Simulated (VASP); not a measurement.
# PbSe (base) (Fm-3m) in VASP: a series of runs

The runs below take PbSe (base) through single point, relaxation of cell and atoms, with PBEsol.

Program: VASP 6.6.1. These are calculated values, not measurements. Logs are shortened: lines on timing, memory, paths and dates and some standing lists are left out, and cuts for length are marked.

## (1) The cell of the first run

Symmetry: Fm-3m, No. 225, cubic system. Conventional cell: a = 6.182 Å, b = 6.182 Å, c = 6.182 Å, α = 90.00°, β = 90.00°, γ = 90.00°. Within 4.1 Å of Pb (site symmetry m-3m) lie 6 Se at 3.09 Å. Se (site symmetry m-3m) has 6 Pb at 3.09 Å within 4.1 Å.

## (2) Single point, PBEsol

INCAR

```
PREC = Accurate
ENCUT = 500
EDIFF = 1E-6
ISMEAR = 0
SIGMA = 0.1
LREAL = F
LASPH = T
NELM = 120
ALGO = Normal
ISIF = 2
LWAVE = F
LCHARG = F
GGA = PS
NBANDS = 17
GGA_COMPAT = F
```

KPOINTS

```
regular mesh
0
Gamma
  6 6 6
```

POSCAR

```
PbSe
1.0
    0.0000000000      3.0908235400      3.0908235400
    3.0908235400      0.0000000000      3.0908235400
    3.0908235400      3.0908235400      0.0000000000
Pb Se
1 1
Direct
    0.0000000000      0.0000000000      0.0000000000
    0.5000000000      0.5000000000      0.5000000000
```

Potentials or basis: VASP PAW PBE potentials, release 64 (Pb_d, Se).

Started as:

```sh
cat potpaw_PBE.64/Pb_d/POTCAR potpaw_PBE.64/Se/POTCAR > POTCAR
mpirun -np 1 vasp_std > vasp.out
```

OUTCAR:

```text
PREC = Accurate
   ENCUT = 500
   EDIFF = 1E-6
   ISMEAR = 0
   LREAL = F
   LASPH = T
   NELM = 120
   ISIF = 2
   GGA = PS

 ion  position               nearest neighbor table
   1  0.000  0.000  0.000-   2 3.09   2 3.09   2 3.09   2 3.09   2 3.09   2 3.09
   2  0.500  0.500  0.500-   1 3.09   1 3.09   1 3.09   1 3.09   1 3.09   1 3.09

  LATTYP: Found a face centered cubic cell.
 ALAT       =     6.1816470800

  Lattice vectors:

 A1 = (   0.0000000000,   3.0908235400,   3.0908235400)
 A2 = (   3.0908235400,   0.0000000000,   3.0908235400)
 A3 = (   3.0908235400,   3.0908235400,   0.0000000000)

Analysis of symmetry for initial positions (statically):
=====================================================================
 Subroutine PRICEL returns:
 Original cell was already a primitive cell.

 Routine SETGRP: Setting up the symmetry group for a
 face centered cubic supercell.

 Subroutine GETGRP returns: Found 48 space group operations
 (whereof 48 operations were pure point group operations)
 out of a pool of 48 trial point group operations.

The static configuration has the point symmetry O_h .

Analysis of symmetry for dynamics (positions and initial velocities):
=====================================================================
 Subroutine PRICEL returns:
 Original cell was already a primitive cell.

 Routine SETGRP: Setting up the symmetry group for a
 face centered cubic supercell.

 Subroutine GETGRP returns: Found 48 space group operations
 (whereof 48 operations were pure point group operations)
 out of a pool of 48 trial point group operations.

The dynamic configuration has the point symmetry O_h .

 Subroutine INISYM returns: Found 48 space group operations
 (whereof 48 operations are pure point group operations),
 and found     1 'primitive' translations

----------------------------------------------------------------------------------------

                                     Primitive cell

  volume of cell :      59.0545

  direct lattice vectors                    reciprocal lattice vectors
     0.000000000  3.090823540  3.090823540    -0.161769183  0.161769183  0.161769183
     3.090823540  0.000000000  3.090823540     0.161769183 -0.161769183  0.161769183
     3.090823540  3.090823540  0.000000000     0.161769183  0.161769183 -0.161769183

[... 69 lines left out ...]
   LNONCOLLINEAR =      F non collinear calculations
   LSORBIT =      F    spin-orbit coupling
   LASPH  =      T    aspherical Exc in radial PAW
   ENCUT  =  500.0 eV  36.75 Ry    6.06 a.u.   7.97  7.97  7.97*2*pi/ulx,y,z
   NELM   =    120;   NELMIN=  2; NELMDL= -5     # of ELM steps
   EDIFF  = 0.1E-05   stopping-criterion for ELM
   LREAL  =      F    real-space projection
   EDIFFG = 0.1E-04   stopping-criterion for IOM
   NSW    =      0    number of steps for IOM
   IBRION =     -1    ionic relax: 0-MD 1-quasi-New 2-CG
   NFREE  =      0    steps in history (QN), initial steepest desc. (CG)
   ISIF   =      2    stress and relaxation
   ISYM   =      2    0-nonsym 1-usesym 2-fastsym
   POTIM  = 0.5000    time-step for ionic-motion
   TEBEG  =    0.0;   TEEND  =   0.0 temperature during run
   PSTRESS=    0.0 pullay stress
   NELECT =      20.0000    total number of electrons
   NUPDOWN=      -1.0000    fix difference up-down
   EMIN   =  10.00;   EMAX   =-10.00  energy-range for DOS
   EFERMI =   0.00;   METHOD = LEGACY
   ISMEAR =     0;   SIGMA  =   0.10  broadening in eV -4-tet -1-fermi 0-gaus
   EFERMI_NEDOS =   21; number of points for ismear=-14 and -15
   IALGO  =     38    algorithm
   IMIX   =      4    mixing-type and parameters
     AMIX     =   0.40;   BMIX     =  1.00
     AMIX_MAG =   1.60;   BMIX_MAG =  1.00
  volume/ion in A,a.u.               =      29.53       199.26
  Fermi-wavevector in a.u.,A,eV,Ry     =   1.141127  2.156417 17.717107  1.302171
  Thomas-Fermi vector in A             =   2.277828
   LORBIT       =      0    0 simple, 1 ext, 2 COOP (PROOUT), +10 PAW based schemes
   GGA     = PS    functional components
   LHFCALC =     F    Hartree Fock is set to
   AEXX    =    0.0000 exact exchange contribution
   IVDW    =     0    specifies the selected vdW correction
   LEPSILON=     F    determine dielectric tensor
   LRPA    =     F    only Hartree local field effects (RPA)
 non-spin polarized calculation
 Gauss-broadening in eV      SIGMA  =   0.10
  energy-cutoff  :      500.00
  volume of cell :       59.05
 maximum number of plane-waves:      1524
   NGX = 15   NGY = 15   NGZ = 15

 number of electron      19.9999993 magnetization

 Free energy of the ion-electron system (eV)
  ---------------------------------------------------
  ext. energy  EPLUGINS =         0.00000000
  ---------------------------------------------------
  free energy    TOTEN  =        -8.90734594 eV

  energy without entropy =       -8.90712350  energy(sigma->0) =       -8.90723472

 E-fermi :   4.6754     XC(G=0):  -9.5859

 val. band max:        4.5257207142   @ k =   0.5000   0.0000   0.0000
 cond. band min:       4.8250562988   @ k =   0.5000   0.0000   0.0000
 fundamental gap:      0.2993355846
 Fermi energy:         4.6753885084

 k-point     1 :       0.0000    0.0000    0.0000
  band No.  band energies     occupation
      1     -12.1470      2.00000
      2     -12.1470      2.00000
      3     -12.1470      2.00000
      4     -12.1440      2.00000
      5     -12.1440      2.00000
      6      -8.8123      2.00000
[... 297 lines left out ...]
      4     -12.1212      2.00000
      5     -12.1063      2.00000
      6      -7.4503      2.00000
[... 9 lines left out ...]
     16      16.0491      0.00000
     17      17.1753      0.00000

------------------------ aborting loop because EDIFF is reached ----------------------------------------

  FORCE on cell =-STRESS in cart. coord.  units (eV):
  Direction    XX          YY          ZZ          XY          YZ          ZX
  --------------------------------------------------------------------------------------
  -------------------------------------------------------------------------------------
  Total       -0.7244077     -0.7244077     -0.7244077      0.0000000      0.0000000     -0.0000000
  in kB      -19.6535504    -19.6535504    -19.6535504      0.0000000      0.0000000     -0.0000000
  external PRESSURE =     -19.6535504 kB  Pullay stress =       0.0000000 kB

 VOLUME and BASIS-vectors are now :
 -----------------------------------------------------------------------------
  energy-cutoff  :      500.00
  volume of cell :       59.05
      direct lattice vectors                 reciprocal lattice vectors
     0.000000000  3.090823540  3.090823540    -0.161769183  0.161769183  0.161769183
     3.090823540  0.000000000  3.090823540     0.161769183 -0.161769183  0.161769183
     3.090823540  3.090823540  0.000000000     0.161769183  0.161769183 -0.161769183

 POSITION                                       TOTAL-FORCE (eV/Angst)
 -----------------------------------------------------------------------------------
      0.00000      0.00000      0.00000        -0.000000     -0.000000     -0.000000
      3.09082      3.09082      3.09082         0.000000      0.000000      0.000000
 -----------------------------------------------------------------------------------
    total drift:                                0.000000     -0.000000     -0.000000

  FREE ENERGIE OF THE ION-ELECTRON SYSTEM (eV)
  ---------------------------------------------------
  free  energy   TOTEN  =        -8.9073459424 eV

  energy  without entropy=       -8.9071234976  energy(sigma->0) =       -8.90723472
```

OSZICAR:

```text
N       E                     dE             d eps       ncg     rms          rms(c)
DAV:   1     0.154979327863E+03    0.15498E+03   -0.93668E+03   544   0.115E+03
DAV:   2     0.196177107572E+01   -0.15302E+03   -0.14767E+03   584   0.303E+02
DAV:   3    -0.894598328468E+01   -0.10908E+02   -0.10844E+02   686   0.867E+01
DAV:   4    -0.918223675435E+01   -0.23625E+00   -0.23614E+00   704   0.145E+01
DAV:   5    -0.919002296259E+01   -0.77862E-02   -0.77860E-02   755   0.256E+00    0.260E+00
DAV:   6    -0.891364679763E+01    0.27638E+00   -0.70026E-01   792   0.584E+00    0.144E+00
DAV:   7    -0.890705078545E+01    0.65960E-02   -0.10429E-01   684   0.157E+00    0.789E-01
DAV:   8    -0.890778542375E+01   -0.73464E-03   -0.11467E-02   669   0.111E+00    0.157E-01
DAV:   9    -0.890731403065E+01    0.47139E-03   -0.27779E-03   826   0.454E-01    0.491E-02
DAV:  10    -0.890734619062E+01   -0.32160E-04   -0.16425E-04   623   0.723E-02    0.174E-02
DAV:  11    -0.890734603623E+01    0.15440E-06   -0.22702E-05   778   0.460E-02    0.396E-03
DAV:  12    -0.890734594241E+01    0.93814E-07   -0.15104E-06   417   0.151E-02
   1 F= -.89073459E+01 E0= -.89072347E+01  d E =-.222445E-03
```

It took 13 s on 1 thread of Intel Xeon 6975P-C, shared host; peak memory 0.17 GiB.

What came out:

```yaml
Free_energy: -8.9073 eV
Pressure: -2.0 GPa
Band_gap_on_the_k_mesh: 0.30 eV, direct
```

Caveat: the PAW data sets were made with another functional, which shifts forces and pressure a little; spin-orbit coupling is left out, which moves the levels of the heavy elements. A k mesh can miss the band edges.

## (3) Single point, PBEsol

This run uses another cell than the first one, of 28.42 Å³/atom, 0.962 times its volume.

INCAR

```
SYSTEM = PbSe
ALGO     = Normal         ! electronic algorithm
EDIFF    = 1E-6           ! SCF threshold, eV
ENCUT    = 500            ! plane-wave cutoff, eV
GGA      = PS             ! functional
GGA_COMPAT= .FALSE.      
ISIF     = 2              ! what is computed and relaxed
ISMEAR   = 0              ! smearing method
LASPH    = .TRUE.         ! aspherical terms in the spheres
LCHARG   = .TRUE.         ! write CHGCAR
LELF     = .TRUE.         ! ELF
LREAL    = .FALSE.        ! projectors in reciprocal space
LVHAR    = .TRUE.       
LWAVE    = .FALSE.        ! write WAVECAR
NBANDS   = 17             ! bands
NELM     = 120            ! most SCF steps
PREC     = Accurate       ! precision mode
SIGMA    = 0.01           ! smearing width, eV
```

KPOINTS

```
k-points
0
G
  10 10 10
  0 0 0
```

POSCAR

```
PbSe
1.0
    0.0000000000      3.0515241126      3.0515241126
    3.0515241126      0.0000000000      3.0515241126
    3.0515241126      3.0515241126      0.0000000000
Pb Se
1 1
Direct
    0.0000000000      0.0000000000      0.0000000000
    0.5000000000      0.5000000000      0.5000000000
```

Potentials or basis: VASP PAW PBE potentials, release 64 (Pb_d, Se).

Started as:

```sh
cat potpaw_PBE.64/Pb_d/POTCAR potpaw_PBE.64/Se/POTCAR > POTCAR
mpirun -np 1 vasp_std > vasp.out
```

It took 29 s on 1 thread of Intel Xeon 6975P-C, shared host; peak memory 0.2 GiB.

It converged, with:

```yaml
Free_energy: -8.9166 eV
Pressure: 0.0 GPa
Band_gap_on_the_k_mesh: 0.17 eV, direct
```

Levels at points of the mesh, in eV from the valence-band top:
```
           k point  band 6  band 7  band 8  band 9  band 10  band 11  band 12  band 13  band 14  band 15
(0.00, 0.00, 0.00)  -13.69   -6.32   -1.92   -1.92    -1.92     4.69     4.69     4.69     6.42     6.42
(0.50, 0.00, 0.00)  -12.59   -8.89   -1.50   -1.50     0.00     0.17     1.62     1.62     8.42    10.11
(0.50, 0.50, 0.00)  -12.20   -7.43   -5.11   -3.31    -3.31     3.54     5.61     5.61     6.04    11.31
```

Caveat: the PAW data sets were made with another functional, which shifts forces and pressure a little; spin-orbit coupling is left out, which moves the levels of the heavy elements. A k mesh can miss the band edges.

## (4) Relaxation of cell and atoms, PBEsol

INCAR

```
SYSTEM = PbSe
  ALGO = Normal
  EDIFF = 1E-7
  EDIFFG = -0.002
  ENCUT = 500
  GGA = PS
  GGA_COMPAT = .False.
  IBRION = 2
  ISIF = 3
  ISMEAR = 0
  LASPH = .True.
  LCHARG = .False.
  LREAL = .False.
  LWAVE = .False.
  NELM = 120
  NELMIN = 4
  NSW = 100
  PREC = Accurate
  SIGMA = 0.01
```

KPOINTS

```
k-points
0
Gamma
  10 10 10
  0 0 0
```

POSCAR

```
PbSe
1.0
    0.0000000000      3.0908235400      3.0908235400
    3.0908235400      0.0000000000      3.0908235400
    3.0908235400      3.0908235400      0.0000000000
Pb Se
1 1
Direct
    0.0000000000      0.0000000000      0.0000000000
    0.5000000000      0.5000000000      0.5000000000
```

Started as:

```sh
cat potpaw_PBE.64/Pb_d/POTCAR potpaw_PBE.64/Se/POTCAR > POTCAR
mpirun -np 1 vasp_std > vasp.out
```

It took 54 s on 1 thread of Intel Xeon 6975P-C, shared host; peak memory 0.21 GiB.

It converged, with:

```yaml
Free_energy: -8.9173 eV
Relaxed_volume: 28.41 Å³/atom
Relaxed_cell: a = 4.315 Å, b = 4.315 Å, c = 4.315 Å, α = 60.00°, β = 60.00°, γ = 60.00°
Space_group_after_relaxing_to_0.05_Å: Fm-3m (No. 225)
Energy_gained_by_relaxing: 6.8 meV/atom
Ionic_steps: 3
Pressure_after_relaxing: 0.0 GPa
Band_gap_on_the_k_mesh: 0.17 eV, direct
```

Step by step:
```csv
step,energy change (eV),largest force (eV/Å),pressure (GPa),volume (Å³)
1,0.0000,0.0000,-1.90,59.05
2,-0.0121,0.0000,0.70,56.11
3,-0.0137,0.0000,0.00,56.83
```

Final structure:
```cif
data_structure
_symmetry_space_group_name_H-M 'P 1'
_symmetry_Int_Tables_number 1
_cell_length_a 4.3154
_cell_length_b 4.3154
_cell_length_c 4.3154
_cell_angle_alpha 60.000
_cell_angle_beta 60.000
_cell_angle_gamma 60.000
_cell_volume 56.83
loop_
_atom_site_label
_atom_site_type_symbol
_atom_site_fract_x
_atom_site_fract_y
_atom_site_fract_z
_atom_site_occupancy
Pb1 Pb 0.00000 0.00000 0.00000 1
Se1 Se 0.50000 0.50000 0.50000 1
```

Levels at points of the mesh, in eV from the valence-band top:
| k point | band 6 | band 7 | band 8 | band 9 | band 10 | band 11 | band 12 | band 13 | band 14 |
| --- | --- | --- | --- | --- | --- | --- | --- | --- | --- |
| (0.00, 0.00, 0.00) | -13.69 | -6.32 | -1.92 | -1.92 | -1.92 | 4.69 | 4.69 | 4.69 | 6.42 |
| (0.50, 0.00, 0.00) | -12.59 | -8.89 | -1.50 | -1.50 | 0.00 | 0.17 | 1.62 | 1.62 | 8.42 |
| (0.50, 0.50, 0.00) | -12.20 | -7.43 | -5.11 | -3.31 | -3.31 | 3.54 | 5.61 | 5.61 | 6.04 |

Caveat: the PAW data sets were made with another functional, which shifts forces and pressure a little; spin-orbit coupling is left out, which moves the levels of the heavy elements. A k mesh can miss the band edges.

## (5) Overview

| task | cell | k mesh | smearing | gap on the mesh (eV) | pressure (GPa) |
| --- | --- | --- | --- | --- | --- |
| single point | a = 4.371 Å, angles 60.0°, 2 atoms | 6 × 6 × 6 | gaussian 0.1 eV | 0.30 | -2.0 |
| single point | a = 4.316 Å, angles 60.0°, 2 atoms | 10 × 10 × 10 | gaussian 0.01 eV | 0.17 | 0.0 |
| relaxation of cell and atoms | relaxed from a = 4.371 Å, angles 60.0°, 2 atoms | 10 × 10 × 10 | gaussian 0.01 eV | 0.17 | 0.0 |

Alike in all rows: level PBEsol; potentials or basis VASP PAW PBE potentials, release 64 (Pb_d, Se); no spin polarisation; cutoff (eV) 500.

Caveats: the PAW data sets were made with another functional, which shifts forces and pressure a little; spin-orbit coupling is left out, which moves the levels of the heavy elements.

Absolute energies hang on the potentials; compare differences alone.
